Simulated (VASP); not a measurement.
# Zr (Pm-3m) in VASP: notebook

Runs on Zr. Level: PBEsol. Tasks: single point.

Everything below comes from runs of VASP 6.6.1. Logs are shortened: lines on timing, memory, paths and dates and some standing lists are left out, and cuts for length are marked.

**1. The cell of the first run**

Symmetry: Pm-3m, No. 221, cubic system. Conventional cell: a = 2.826 Å, b = 2.826 Å, c = 2.826 Å, α = 90.00°, β = 90.00°, γ = 90.00°. Within 3.7 Å of Zr (site symmetry m-3m) lie 6 Zr at 2.83 Å.

**2. Single point, PBEsol (volume scaled by 0.96)**

Input file INCAR:

```
SYSTEM = Zr
PREC     = Accurate       ! precision mode
ENCUT    = 520            ! plane-wave cutoff, eV
EDIFF    = 1E-6           ! SCF threshold, eV
ISMEAR   = -1             ! smearing method
SIGMA    = 0.1            ! smearing width, eV
LREAL    = .FALSE.        ! projectors in reciprocal space
LASPH    = .TRUE.         ! aspherical terms in the spheres
NELM     = 100            ! most SCF steps
ALGO     = Normal         ! electronic algorithm
ISIF     = 2              ! what is computed and relaxed
LWAVE    = .FALSE.        ! write WAVECAR
LCHARG   = .TRUE.         ! write CHGCAR
GGA      = PS             ! functional
LELF     = .TRUE.         ! ELF
LVHAR    = .TRUE.       
NBANDS   = 12             ! bands
```

Input file KPOINTS:

```
regular mesh
0
G
  12 12 12
  0 0 0
```

Input file POSCAR:

```
Zr
1.0
    2.8255715182      0.0000000000      0.0000000000
    0.0000000000      2.8255715182      0.0000000000
    0.0000000000      0.0000000000      2.8255715182
Zr
1
Direct
    0.0000000000      0.0000000000      0.0000000000
```

Potentials or basis: VASP PAW PBE potentials, release 64 (Zr_sv).

On the command line:

```bash
$ cat potpaw_PBE.64/Zr_sv/POTCAR > POTCAR
$ mpirun -np 1 vasp_std > vasp.out
```

OUTCAR:

```text
SYSTEM = Zr
   PREC = Accurate
   ENCUT = 520
   EDIFF = 1E-6
   ISMEAR = -1
   LREAL = .FALSE.
   LASPH = .TRUE.
   NELM = 100
   ISIF = 2
   GGA = PS

 ion  position               nearest neighbor table
   1  0.000  0.000  0.000-

  LATTYP: Found a simple cubic cell.
 ALAT       =     2.8255715182

  Lattice vectors:

 A1 = (   2.8255715182,   0.0000000000,   0.0000000000)
 A2 = (   0.0000000000,   2.8255715182,   0.0000000000)
 A3 = (   0.0000000000,   0.0000000000,   2.8255715182)

Analysis of symmetry for initial positions (statically):
=====================================================================
 Subroutine PRICEL returns:
 Original cell was already a primitive cell.

 Routine SETGRP: Setting up the symmetry group for a
 simple cubic supercell.

 Subroutine GETGRP returns: Found 48 space group operations
 (whereof 48 operations were pure point group operations)
 out of a pool of 48 trial point group operations.

The static configuration has the point symmetry O_h .

Analysis of symmetry for dynamics (positions and initial velocities):
=====================================================================
 Subroutine PRICEL returns:
 Original cell was already a primitive cell.

 Routine SETGRP: Setting up the symmetry group for a
 simple cubic supercell.

 Subroutine GETGRP returns: Found 48 space group operations
 (whereof 48 operations were pure point group operations)
 out of a pool of 48 trial point group operations.

The dynamic configuration has the point symmetry O_h .

 Subroutine INISYM returns: Found 48 space group operations
 (whereof 48 operations are pure point group operations),
 and found     1 'primitive' translations

----------------------------------------------------------------------------------------

                                     Primitive cell

  volume of cell :      22.5590

  direct lattice vectors                    reciprocal lattice vectors
     2.825571518  0.000000000  0.000000000     0.353910702  0.000000000  0.000000000
     0.000000000  2.825571518  0.000000000     0.000000000  0.353910702  0.000000000
     0.000000000  0.000000000  2.825571518     0.000000000  0.000000000  0.353910702

  length of vectors
     2.825571518  2.825571518  2.825571518     0.353910702  0.353910702  0.353910702

  position of ions in fractional coordinates (direct lattice)
     0.000000000  0.000000000  0.000000000

  ion indices of the primitive-cell ions
   primitive index   ion index
                 1           1

----------------------------------------------------------------------------------------

 KPOINTS: regular mesh

Automatic generation of k-mesh.
 Grid dimensions read from file:
 generate k-points for:   12   12   12

 Generating k-lattice:

  Cartesian coordinates                     Fractional coordinates (reciprocal lattice)
     0.029492559  0.000000000  0.000000000     0.083333333  0.000000000  0.000000000
     0.000000000  0.029492559  0.000000000     0.000000000  0.083333333  0.000000000
     0.000000000  0.000000000  0.029492559     0.000000000  0.000000000  0.083333333

  Length of vectors
     0.029492559  0.029492559  0.029492559

  Shift w.r.t. Gamma in fractional coordinates (k-lattice)
     0.000000000  0.000000000  0.000000000

 Subroutine IBZKPT returns following result:
 ===========================================

 Found     84 irreducible k-points:

 Following reciprocal coordinates:
            Coordinates               Weight
  0.000000  0.000000  0.000000      1.000000
  0.083333  0.000000  0.000000      6.000000
  0.166667  0.000000  0.000000      6.000000
  0.250000  0.000000  0.000000      6.000000
  0.333333  0.000000  0.000000      6.000000
  0.416667  0.000000  0.000000      6.000000
[... 16 lines left out ...]
  0.333333  0.333333  0.000000     12.000000
  0.416667  0.333333  0.000000     24.000000
 [... further k-points ...]
   k-points           NKPTS =     84   k-points in BZ     NKDIM =     84   number of bands    NBANDS=     12
   number of dos      NEDOS =    301   number of ions     NIONS =      1
   total plane-waves  NPLWV =  13824
   dimension x,y,z NGX =    24 NGY =   24 NGZ =   24
   dimension x,y,z NGXF=    48 NGYF=   48 NGZF=   48
   ions per type =               1
   NGX,Y,Z   is equivalent  to a cutoff of  14.12, 14.12, 14.12 a.u.
   NGXF,Y,Z  is equivalent  to a cutoff of  28.24, 28.24, 28.24 a.u.
 SYSTEM =  Zr
   PREC   = accura    normal or accurate (medium, high low for compatibility)
   ISTART =      0    job   : 0-new  1-cont  2-samecut
   ICHARG =      2    charge: 1-file 2-atom 10-const
   ISPIN  =      1    spin polarized calculation?
   LNONCOLLINEAR =      F non collinear calculations
   LSORBIT =      F    spin-orbit coupling
   LASPH  =      T    aspherical Exc in radial PAW
   ENCUT  =  520.0 eV  38.22 Ry    6.18 a.u.   5.25  5.25  5.25*2*pi/ulx,y,z
   NELM   =    100;   NELMIN=  2; NELMDL= -5     # of ELM steps
   EDIFF  = 0.1E-05   stopping-criterion for ELM
   LREAL  =      F    real-space projection
   EDIFFG = 0.1E-04   stopping-criterion for IOM
   NSW    =      0    number of steps for IOM
   IBRION =     -1    ionic relax: 0-MD 1-quasi-New 2-CG
   NFREE  =      0    steps in history (QN), initial steepest desc. (CG)
   ISIF   =      2    stress and relaxation
   ISYM   =      2    0-nonsym 1-usesym 2-fastsym
   POTIM  = 0.5000    time-step for ionic-motion
   TEBEG  =    0.0;   TEEND  =   0.0 temperature during run
   PSTRESS=    0.0 pullay stress
   NELECT =      12.0000    total number of electrons
   NUPDOWN=      -1.0000    fix difference up-down
   EMIN   =  10.00;   EMAX   =-10.00  energy-range for DOS
   EFERMI =   0.00;   METHOD = LEGACY
   ISMEAR =    -1;   SIGMA  =   0.10  broadening in eV -4-tet -1-fermi 0-gaus
   EFERMI_NEDOS =   21; number of points for ismear=-14 and -15
   IALGO  =     38    algorithm
   IMIX   =      4    mixing-type and parameters
     AMIX     =   0.40;   BMIX     =  1.00
     AMIX_MAG =   1.60;   BMIX_MAG =  1.00
  volume/ion in A,a.u.               =      22.56       152.24
  Fermi-wavevector in a.u.,A,eV,Ry     =   1.326464  2.506654 23.939558  1.759508
  Thomas-Fermi vector in A             =   2.455849
   LORBIT       =      0    0 simple, 1 ext, 2 COOP (PROOUT), +10 PAW based schemes
   GGA     = PS    functional components
   LHFCALC =     F    Hartree Fock is set to
   AEXX    =    0.0000 exact exchange contribution
   IVDW    =     0    specifies the selected vdW correction
   LEPSILON=     F    determine dielectric tensor
   LRPA    =     F    only Hartree local field effects (RPA)
 non-spin polarized calculation
  energy-cutoff  :      520.00
  volume of cell :       22.56
 maximum number of plane-waves:       627
 NGX is ok and might be reduce to    24
   NGX = 11   NGY = 11   NGZ = 11

 number of electron      12.0000000 magnetization

 Free energy of the ion-electron system (eV)
  ---------------------------------------------------
  ext. energy  EPLUGINS =         0.00000000
  ---------------------------------------------------
  free energy    TOTEN  =        -8.21174107 eV

  energy without entropy =       -8.15265435  energy(sigma->0) =       -8.18219771

 E-fermi :   8.8795     XC(G=0): -11.2503

 val. band max:        8.8691025212   @ k =   0.5000   0.4167   0.0833
 cond. band min:       8.8824028188   @ k =   0.5000   0.1667   0.0000
 fundamental gap:      0.0133002976
 Fermi energy:         8.8795289356

 k-point     1 :       0.0000    0.0000    0.0000
  band No.  band energies     occupation
      1     -39.5893      2.00000
      2     -16.8595      2.00000
      3     -16.8595      2.00000
      4     -16.8595      2.00000
      5       3.6878      2.00000
      6       6.9543      2.00000
      7       6.9543      2.00000
      8      15.0280      0.00000
      9      15.0280      0.00000
     10      15.0280      0.00000
     11      22.4115      0.00000
     12      22.4115      0.00000

 k-point     2 :       0.0833    0.0000    0.0000
  band No.  band energies     occupation
      1     -39.5762      2.00000
      2     -16.9745      2.00000
      3     -16.8497      2.00000
      4     -16.8497      2.00000
      5       3.8795      2.00000
      6       7.0093      2.00000
      7       7.1701      2.00000
      8      14.6704      0.00000
      9      14.6704      0.00000
     10      15.0516      0.00000
     11      21.5676      0.00000
     12      22.8530      0.00000

 k-point     3 :       0.1667    0.0000    0.0000
  band No.  band energies     occupation
      1     -39.5402      2.00000
      2     -17.2798      2.00000
      3     -16.8230      2.00000
      4     -16.8230      2.00000
      5       4.3900      2.00000
      6       7.1644      2.00000
      7       7.7884      1.99996
      8      13.8511      0.00000
      9      13.8511      0.00000
     10      15.1171      0.00000
     11      20.0036      0.00000
     12      23.8985      0.00000
[... 286 lines left out ...]
 k-point    23 :       0.3333    0.3333    0.0000
  band No.  band energies     occupation
      1     -39.2951      2.00000
      2     -17.9096      2.00000
      3     -17.8735      2.00000
      4     -16.6441      2.00000
      5       6.5046      2.00000
      6       7.9756      1.99976
      7      11.6454      0.00000
      8      12.1359      0.00000
      9      12.5915      0.00000
     10      12.8700      0.00000
     11      18.7789      0.00000
     12      21.7492      0.00000

 k-point    24 :       0.4167    0.3333    0.0000
  band No.  band energies     occupation
      1     -39.2589      2.00000
      2     -18.1479      2.00000
      3     -17.8499      2.00000
      4     -16.6181      2.00000
      5       6.2324      2.00000
      6       8.1494      1.99865
      7      11.9837      0.00000
      8      12.2561      0.00000
      9      12.8782      0.00000
     10      13.2707      0.00000
     11      18.2998      0.00000
     12      22.4512      0.00000

 [... further k-points ...]
[... 5 lines left out ...]
  --------------------------------------------------------------------------------------
  -------------------------------------------------------------------------------------
  Total        0.5005137      0.5005137      0.5005137     -0.0000000      0.0000000     -0.0000000
  in kB       35.5473802     35.5473802     35.5473802     -0.0000000      0.0000000     -0.0000000
  external PRESSURE =      35.5473802 kB  Pullay stress =       0.0000000 kB

 VOLUME and BASIS-vectors are now :
 -----------------------------------------------------------------------------
  energy-cutoff  :      520.00
  volume of cell :       22.56
      direct lattice vectors                 reciprocal lattice vectors
     2.825571518  0.000000000  0.000000000     0.353910702  0.000000000  0.000000000
     0.000000000  2.825571518  0.000000000     0.000000000  0.353910702  0.000000000
     0.000000000  0.000000000  2.825571518     0.000000000  0.000000000  0.353910702

 POSITION                                       TOTAL-FORCE (eV/Angst)
 -----------------------------------------------------------------------------------
      0.00000      0.00000      0.00000         0.000000      0.000000      0.000000
 -----------------------------------------------------------------------------------
    total drift:                                0.000000     -0.000000     -0.000000

  FREE ENERGIE OF THE ION-ELECTRON SYSTEM (eV)
  ---------------------------------------------------
  free  energy   TOTEN  =        -8.2117410710 eV

  energy  without entropy=       -8.1526543538  energy(sigma->0) =       -8.18219771
```

Run time: 35 s. Hardware: 1 thread of AMD EPYC 7R13, shared host; peak memory 0.12 GiB.

Results:

- Free energy: -8.2117 eV
- Pressure: 3.6 GPa
- Band gap on the k mesh: zero (band 6 reaches 9.98 eV, above the bottom of band 7 at 6.95 eV)

Caveat: the cell differs from its parent crystal (volume scaled by 0.96); the PAW data sets were made with another functional, which shifts forces and pressure a little.

**3. Single point, PBEsol**

This run uses another cell than the first one, of 23.50 Å³/atom, 1.042 times its volume.

Input file INCAR:

```
  PREC = Accurate
  ENCUT = 520
  EDIFF = 1E-6
  ISMEAR = -1
  SIGMA = 0.1
  LREAL = F
  LASPH = T
  NELM = 60
  ALGO = Normal
  ISIF = 2
  LWAVE = F
  LCHARG = F
  GGA = PS
  NBANDS = 12
```

Input file KPOINTS:

```
Automatic mesh
0
Gamma
  12 12 12
```

Input file POSCAR:

```
Zr
1.0
    2.8642827878      0.0000000000      0.0000000000
    0.0000000000      2.8642827878      0.0000000000
    0.0000000000      0.0000000000      2.8642827878
Zr
1
Direct
    0.0000000000      0.0000000000      0.0000000000
```

Potentials or basis: VASP PAW PBE potentials, release 64 (Zr_sv).

On the command line:

```bash
$ cat potpaw_PBE.64/Zr_sv/POTCAR > POTCAR
$ mpirun -np 1 vasp_std > vasp.out
```

OUTCAR:

```text
PREC = Accurate
   ENCUT = 520
   EDIFF = 1E-6
   ISMEAR = -1
   LREAL = F
   LASPH = T
   NELM = 60
   ISIF = 2
   GGA = PS

 ion  position               nearest neighbor table
   1  0.000  0.000  0.000-

  LATTYP: Found a simple cubic cell.
 ALAT       =     2.8642827878

  Lattice vectors:

 A1 = (   2.8642827878,   0.0000000000,   0.0000000000)
 A2 = (   0.0000000000,   2.8642827878,   0.0000000000)
 A3 = (   0.0000000000,   0.0000000000,   2.8642827878)

Analysis of symmetry for initial positions (statically):
=====================================================================
 Subroutine PRICEL returns:
 Original cell was already a primitive cell.

 Routine SETGRP: Setting up the symmetry group for a
 simple cubic supercell.

 Subroutine GETGRP returns: Found 48 space group operations
 (whereof 48 operations were pure point group operations)
 out of a pool of 48 trial point group operations.

The static configuration has the point symmetry O_h .

Analysis of symmetry for dynamics (positions and initial velocities):
=====================================================================
[... 159 lines left out ...]
 cond. band min:       8.4532487157   @ k =   0.5000   0.0833   0.0000
 fundamental gap:      0.0357555507
 Fermi energy:         8.4248315822

 k-point     1 :       0.0000    0.0000    0.0000
  band No.  band energies     occupation
      1     -40.0737      2.00000
      2     -17.4279      2.00000
      3     -17.4279      2.00000
      4     -17.4279      2.00000
      5       3.2904      2.00000
      6       6.6180      2.00000
      7       6.6180      2.00000
      8      14.3108      0.00000
      9      14.3108      0.00000
     10      14.3108      0.00000
     11      21.6049      0.00000
     12      21.6049      0.00000
[... 331 lines left out ...]
 k-point    24 :       0.4167    0.3333    0.0000
  band No.  band energies     occupation
      1     -39.7886      2.00000
      2     -18.5802      2.00000
      3     -18.3136      2.00000
      4     -17.2145      2.00000
      5       5.9317      2.00000
      6       7.6974      1.99862
      7      11.3398      0.00000
      8      11.6938      0.00000
      9      12.2823      0.00000
     10      12.5901      0.00000
     11      17.5020      0.00000
     12      21.5672      0.00000

 [... further k-points ...]
[... 5 lines left out ...]
  --------------------------------------------------------------------------------------
  -------------------------------------------------------------------------------------
  Total        0.0525548      0.0525548      0.0525548     -0.0000000      0.0000000     -0.0000000
  in kB        3.5832338      3.5832338      3.5832338     -0.0000000      0.0000000     -0.0000000
  external PRESSURE =       3.5832338 kB  Pullay stress =       0.0000000 kB

 VOLUME and BASIS-vectors are now :
 -----------------------------------------------------------------------------
  energy-cutoff  :      520.00
  volume of cell :       23.50
      direct lattice vectors                 reciprocal lattice vectors
     2.864282788  0.000000000  0.000000000     0.349127539  0.000000000  0.000000000
     0.000000000  2.864282788  0.000000000     0.000000000  0.349127539  0.000000000
     0.000000000  0.000000000  2.864282788     0.000000000  0.000000000  0.349127539

 POSITION                                       TOTAL-FORCE (eV/Angst)
 -----------------------------------------------------------------------------------
      0.00000      0.00000      0.00000         0.000000      0.000000      0.000000
 -----------------------------------------------------------------------------------
    total drift:                                0.000000      0.000000     -0.000000

  FREE ENERGIE OF THE ION-ELECTRON SYSTEM (eV)
  ---------------------------------------------------
  free  energy   TOTEN  =        -8.2233741419 eV

  energy  without entropy=       -8.1599719274  energy(sigma->0) =       -8.19167303
```

OSZICAR:

```text
N       E                     dE             d eps       ncg     rms          rms(c)
DAV:   1     0.893848455197E+02    0.89385E+02   -0.67627E+03  2016   0.990E+02
DAV:   2    -0.510093634591E+01   -0.94486E+02   -0.91486E+02  2304   0.273E+02
DAV:   3    -0.841272891265E+01   -0.33118E+01   -0.31775E+01  3040   0.411E+01
DAV:   4    -0.846842189121E+01   -0.55693E-01   -0.55411E-01  2352   0.531E+00
DAV:   5    -0.846940989891E+01   -0.98801E-03   -0.98791E-03  2940   0.521E-01    0.114E+01
DAV:   6    -0.824425396295E+01    0.22516E+00   -0.32778E-01  2192   0.499E+00    0.490E+00
DAV:   7    -0.821998180214E+01    0.24272E-01   -0.13413E-01  2596   0.305E+00    0.859E-01
DAV:   8    -0.822343255571E+01   -0.34508E-02   -0.11853E-02  2368   0.126E+00    0.759E-02
DAV:   9    -0.822338423763E+01    0.48318E-04   -0.36028E-04  2452   0.182E-01    0.188E-02
DAV:  10    -0.822337504615E+01    0.91915E-05   -0.11341E-05  2404   0.348E-02    0.492E-03
DAV:  11    -0.822337414190E+01    0.90425E-06   -0.39336E-07  1556   0.507E-03
   1 F= -.82233741E+01 E0= -.81916730E+01  d E =-.634022E-01
```

stdout:

```text
POSCAR found type information on POSCAR Zr
 POSCAR found :  1 types and       1 ions
 scaLAPACK will be used
 -----------------------------------------------------------------------------
|                                                                             |
|                                                                             |
|     You enforced a specific xc type in the INCAR file but a different       |
|     I HOPE YOU KNOW WHAT YOU ARE DOING!                                     |
|                                                                             |
 -----------------------------------------------------------------------------

 LDA part: xc-table for (Slater+PW92), standard interpolation
 POSCAR, INCAR and KPOINTS ok, starting setup
 FFT: planning ... GRIDC
 FFT: planning ... GRID_SOFT
 FFT: planning ... GRID
 WAVECAR not read
 entering main loop
```

Wall time 34 s (1 thread of AMD EPYC 7R13, shared host); peak memory 0.12 GiB.

What came out:

```yaml
Free_energy: -8.2234 eV
Pressure: 0.4 GPa
Band_gap_on_the_k_mesh: zero (band 6 reaches 9.52 eV, above the bottom of band 7 at 6.62 eV)
```

Levels at points of the mesh, in eV from the Fermi level:
```csv
k point,band 2,band 3,band 4,band 5,band 6,band 7,band 8,band 9,band 10,band 11
"(0.00, 0.00, 0.00)",-25.85,-25.85,-25.85,-5.13,-1.81,-1.81,5.89,5.89,5.89,13.18
"(0.50, 0.00, 0.00)",-27.24,-25.72,-25.72,-2.04,-0.91,0.51,2.61,2.61,6.23,9.77
"(0.50, 0.50, 0.00)",-27.03,-27.03,-25.60,-3.25,-0.28,3.32,3.32,5.24,5.24,8.02
"(0.50, 0.50, 0.50)",-26.84,-26.84,-26.84,-1.68,-1.68,-1.68,6.56,8.25,8.25,11.17
```

Caveat: the PAW data sets were made with another functional, which shifts forces and pressure a little.

(Continued in part 2 of 2.)
